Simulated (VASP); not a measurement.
# ZrS in VASP: further runs, part 2 of 3

VASP 6.6.1. Earlier steps stand in the parts before.

### Step 3. Single point, PBEsol (strain along c alone, the other axes held: +2.0 %)

INCAR reads:

```
ALGO = Normal
EDIFF = 1E-6
ENCUT = 520
GGA = PS
ISIF = 2
ISMEAR = 0
LASPH = T
LCHARG = F
LREAL = F
LWAVE = F
NBANDS = 26
NELM = 80
PREC = Accurate
SIGMA = 0.1
```

KPOINTS reads:

```
k-points
0
Gamma
  14 14 10
```

POSCAR reads:

```
ZrS
1.0
    2.5830753502      2.5830753502      0.0000000000
   -2.5830753502      2.5830753502      0.0000000000
    0.0000000000      0.0000000000      5.2694737145
Zr S
2 2
Direct
    0.0000000000      0.0000000000      0.0000000000
    0.5000000000      0.5000000000      0.5000000000
    0.5000000000      0.5000000000      0.0000000000
    0.0000000000      0.0000000000      0.5000000000
```

Potentials or basis: VASP PAW PBE potentials, release 64 (Zr_sv, S).

Launch:

```bash
> cat potpaw_PBE.64/Zr_sv/POTCAR potpaw_PBE.64/S/POTCAR > POTCAR
> mpirun -np 1 vasp_std > vasp.out
```

OUTCAR:

```text
EDIFF = 1E-6
   ENCUT = 520
   GGA = PS
   ISIF = 2
   ISMEAR = 0
   LASPH = T
   LREAL = F
   NELM = 80
   PREC = Accurate

 ion  position               nearest neighbor table
   1  0.000  0.000  0.000-   3 2.58   3 2.58   3 2.58   3 2.58   4 2.63   4 2.63   2 3.69   2 3.69
                             2 3.69   2 3.69   2 3.69   2 3.69   2 3.69   2 3.69
   2  0.500  0.500  0.500-   4 2.58   4 2.58   4 2.58   4 2.58   3 2.63   3 2.63   1 3.69   1 3.69
                             1 3.69   1 3.69   1 3.69   1 3.69   1 3.69   1 3.69
   3  0.500  0.500  0.000-   1 2.58   1 2.58   1 2.58   1 2.58   2 2.63   2 2.63
   4  0.000  0.000  0.500-   2 2.58   2 2.58   2 2.58   2 2.58   1 2.63   1 2.63

  LATTYP: Found a simple tetragonal cell.
 ALAT       =     3.6530201929
 C/A-ratio  =     1.4424978336

  Lattice vectors:

 A1 = (   2.5830753502,   2.5830753502,   0.0000000000)
 A2 = (  -2.5830753502,   2.5830753502,   0.0000000000)
 A3 = (   0.0000000000,   0.0000000000,   5.2694737145)

Analysis of symmetry for initial positions (statically):
=====================================================================
 Subroutine PRICEL returns following result:

  LATTYP: Found a body centered tetragonal cell.
 ALAT       =     3.6530201929
 C/A-ratio  =     1.4424978336

  Lattice vectors:

 A1 = (   2.5830753502,   0.0000000000,  -2.6347368572)
 A2 = (  -2.5830753502,   0.0000000000,  -2.6347368573)
 A3 = (   0.0000000000,   2.5830753502,   2.6347368573)

   2 primitive cells build up your supercell.

 Routine SETGRP: Setting up the symmetry group for a
 simple tetragonal supercell.

 Subroutine GETGRP returns: Found 16 space group operations
 (whereof 16 operations were pure point group operations)
 out of a pool of 16 trial point group operations.

The static configuration has the point symmetry D_4h.

Analysis of symmetry for dynamics (positions and initial velocities):
=====================================================================
 Subroutine PRICEL returns following result:

  LATTYP: Found a body centered tetragonal cell.
 ALAT       =     3.6530201929
 C/A-ratio  =     1.4424978336

  Lattice vectors:

 A1 = (   2.5830753502,   0.0000000000,  -2.6347368572)
 A2 = (  -2.5830753502,   0.0000000000,  -2.6347368573)
 A3 = (   0.0000000000,   2.5830753502,   2.6347368573)

   2 primitive cells build up your supercell.

 Routine SETGRP: Setting up the symmetry group for a
 simple tetragonal supercell.

 Subroutine GETGRP returns: Found 16 space group operations
 (whereof 16 operations were pure point group operations)
 out of a pool of 16 trial point group operations.

The dynamic configuration has the point symmetry D_4h.

 Subroutine INISYM returns: Found 16 space group operations
 (whereof 16 operations are pure point group operations),
 and found     2 'primitive' translations

----------------------------------------------------------------------------------------

                                     Primitive cell

  volume of cell :      35.1594

[... 35 lines left out ...]
  Shift w.r.t. Gamma in fractional coordinates (k-lattice)
     0.000000000  0.000000000  0.000000000

 Subroutine IBZKPT returns following result:
 ===========================================

 Found    216 irreducible k-points:

 Following reciprocal coordinates:
            Coordinates               Weight
  0.000000  0.000000  0.000000      1.000000
  0.071429  0.000000  0.000000      4.000000
  0.142857  0.000000  0.000000      4.000000
  0.214286  0.000000  0.000000      4.000000
  0.285714  0.000000  0.000000      4.000000
  0.357143  0.000000  0.000000      4.000000
[... 16 lines left out ...]
  0.285714  0.214286  0.000000      8.000000
  0.357143  0.214286  0.000000      8.000000
 [... further k-points ...]
   k-points           NKPTS =    216   k-points in BZ     NKDIM =    216   number of bands    NBANDS=     26
   number of dos      NEDOS =    301   number of ions     NIONS =      4
   total plane-waves  NPLWV =  31360
   dimension x,y,z NGX =    28 NGY =   28 NGZ =   40
   dimension x,y,z NGXF=    56 NGYF=   56 NGZF=   80
   ions per type =               2   2
   NGX,Y,Z   is equivalent  to a cutoff of  12.74, 12.74, 12.62 a.u.
   NGXF,Y,Z  is equivalent  to a cutoff of  25.49, 25.49, 25.24 a.u.
 SYSTEM =  unknown system
   PREC   = accura    normal or accurate (medium, high low for compatibility)
   ISTART =      0    job   : 0-new  1-cont  2-samecut
   ICHARG =      2    charge: 1-file 2-atom 10-const
   ISPIN  =      1    spin polarized calculation?
   LNONCOLLINEAR =      F non collinear calculations
   LSORBIT =      F    spin-orbit coupling
   LASPH  =      T    aspherical Exc in radial PAW
   ENCUT  =  520.0 eV  38.22 Ry    6.18 a.u.   6.79  6.79  9.80*2*pi/ulx,y,z
   NELM   =     80;   NELMIN=  2; NELMDL= -5     # of ELM steps
   EDIFF  = 0.1E-05   stopping-criterion for ELM
   LREAL  =      F    real-space projection
   EDIFFG = 0.1E-04   stopping-criterion for IOM
   NSW    =      0    number of steps for IOM
   IBRION =     -1    ionic relax: 0-MD 1-quasi-New 2-CG
   NFREE  =      0    steps in history (QN), initial steepest desc. (CG)
   ISIF   =      2    stress and relaxation
   ISYM   =      2    0-nonsym 1-usesym 2-fastsym
   POTIM  = 0.5000    time-step for ionic-motion
   TEBEG  =    0.0;   TEEND  =   0.0 temperature during run
   PSTRESS=    0.0 pullay stress
   NELECT =      36.0000    total number of electrons
   NUPDOWN=      -1.0000    fix difference up-down
   EMIN   =  10.00;   EMAX   =-10.00  energy-range for DOS
   EFERMI =   0.00;   METHOD = LEGACY
   ISMEAR =     0;   SIGMA  =   0.10  broadening in eV -4-tet -1-fermi 0-gaus
   EFERMI_NEDOS =   21; number of points for ismear=-14 and -15
   IALGO  =     38    algorithm
   IMIX   =      4    mixing-type and parameters
     AMIX     =   0.40;   BMIX     =  1.00
     AMIX_MAG =   1.60;   BMIX_MAG =  1.00
  volume/ion in A,a.u.               =      17.58       118.63
  Fermi-wavevector in a.u.,A,eV,Ry     =   1.309640  2.474860 23.336120  1.715156
  Thomas-Fermi vector in A             =   2.440225
   LORBIT       =      0    0 simple, 1 ext, 2 COOP (PROOUT), +10 PAW based schemes
   GGA     = PS    functional components
   LHFCALC =     F    Hartree Fock is set to
   AEXX    =    0.0000 exact exchange contribution
   IVDW    =     0    specifies the selected vdW correction
   LEPSILON=     F    determine dielectric tensor
   LRPA    =     F    only Hartree local field effects (RPA)
 non-spin polarized calculation
 Gauss-broadening in eV      SIGMA  =   0.10
  energy-cutoff  :      520.00
  volume of cell :       70.32
 maximum number of plane-waves:      1940
 NGX is ok and might be reduce to    28
   NGX = 13   NGY = 13   NGZ = 19

 number of electron      36.0000006 magnetization

 Free energy of the ion-electron system (eV)
  ---------------------------------------------------
  ext. energy  EPLUGINS =         0.00000000
  ---------------------------------------------------
  free energy    TOTEN  =       -33.00139461 eV

  energy without entropy =      -32.98759827  energy(sigma->0) =      -32.99449644

 E-fermi :  10.9668     XC(G=0): -11.5971

 val. band max:       10.9635273544   @ k =   0.2857   0.0714   0.3000
 cond. band min:      10.9717933886   @ k =   0.4286   0.0000   0.0000
 fundamental gap:      0.0082660342
 Fermi energy:        10.9668065695

 k-point     1 :       0.0000    0.0000    0.0000
  band No.  band energies     occupation
      1     -38.8608      2.00000
      2     -38.8228      2.00000
      3     -17.1515      2.00000
      4     -16.9785      2.00000
      5     -16.9785      2.00000
      6     -16.8644      2.00000
[... 685 lines left out ...]
     25      13.5677      0.00000
     26      13.9902      0.00000

 [... further k-points ...]

------------------------ aborting loop because EDIFF is reached ----------------------------------------

  FORCE on cell =-STRESS in cart. coord.  units (eV):
  Direction    XX          YY          ZZ          XY          YZ          ZX
  --------------------------------------------------------------------------------------
  -------------------------------------------------------------------------------------
  Total       -0.3280380     -0.3280380     -2.5990030      0.0000000      0.0000000     -0.0000000
  in kB       -7.4741761     -7.4741761    -59.2169417      0.0000000      0.0000000     -0.0000000
  external PRESSURE =     -24.7217646 kB  Pullay stress =       0.0000000 kB

 VOLUME and BASIS-vectors are now :
 -----------------------------------------------------------------------------
  energy-cutoff  :      520.00
  volume of cell :       70.32
      direct lattice vectors                 reciprocal lattice vectors
     2.583075350  2.583075350  0.000000000     0.193567718  0.193567718  0.000000000
    -2.583075350  2.583075350  0.000000000    -0.193567718  0.193567718  0.000000000
     0.000000000  0.000000000  5.269473715     0.000000000  0.000000000  0.189772272

 POSITION                                       TOTAL-FORCE (eV/Angst)
 -----------------------------------------------------------------------------------
      0.00000      0.00000      0.00000         0.000000     -0.000000      0.000000
      0.00000      2.58308      2.63474        -0.000000      0.000000     -0.000000
      0.00000      2.58308      0.00000         0.000000      0.000000      0.000000
      0.00000      0.00000      2.63474        -0.000000     -0.000000      0.000000
 -----------------------------------------------------------------------------------
    total drift:                               -0.000000      0.000000      0.000000

  FREE ENERGIE OF THE ION-ELECTRON SYSTEM (eV)
  ---------------------------------------------------
  free  energy   TOTEN  =       -33.0013946135 eV

  energy  without entropy=      -32.9875982650  energy(sigma->0) =      -32.99449644
```

OSZICAR:

```text
N       E                     dE             d eps       ncg     rms          rms(c)
DAV:   1     0.297075707371E+03    0.29708E+03   -0.18988E+04 11232   0.136E+03
DAV:   2    -0.134396075100E+02   -0.31052E+03   -0.30212E+03 13230   0.359E+02
DAV:   3    -0.337444735823E+02   -0.20305E+02   -0.20052E+02 18410   0.776E+01
DAV:   4    -0.347814376010E+02   -0.10370E+01   -0.10328E+01 15830   0.144E+01
DAV:   5    -0.348099006954E+02   -0.28463E-01   -0.28455E-01 16388   0.213E+00    0.231E+01
DAV:   6    -0.330722358970E+02    0.17377E+01   -0.49955E+00 13430   0.117E+01    0.104E+01
DAV:   7    -0.330145636506E+02    0.57672E-01   -0.73932E-01 17482   0.399E+00    0.353E+00
DAV:   8    -0.330037749656E+02    0.10789E-01   -0.10669E-01 13446   0.184E+00    0.523E-01
DAV:   9    -0.330013693785E+02    0.24056E-02   -0.15781E-02 13704   0.660E-01    0.198E-01
DAV:  10    -0.330014129080E+02   -0.43530E-04   -0.13384E-03 15008   0.284E-01    0.511E-02
DAV:  11    -0.330013993433E+02    0.13565E-04   -0.45568E-05 14726   0.516E-02    0.424E-02
DAV:  12    -0.330013945945E+02    0.47488E-05   -0.13496E-05 16544   0.233E-02    0.272E-03
DAV:  13    -0.330013946135E+02   -0.19012E-07   -0.56958E-07  7442   0.483E-03
   1 F= -.33001395E+02 E0= -.32994496E+02  d E =-.137963E-01
```

Wall time 4.2 min (1 thread of Intel Xeon Platinum 8375C at 2.90GHz (Ice Lake), shared host); peak memory 0.42 GiB.

Results:

```yaml
Free_energy: -33.0014 eV
Pressure: -2.5 GPa
Band_gap_on_the_k_mesh: zero (bands 18 and 19 overlap by 2.85 eV)
```

Caveat: the cell differs from its parent crystal (strain along c alone, the other axes held: +2.0 %); the PAW data sets were made with another functional, which shifts forces and pressure a little.

(Continued in part 3 of 3.)
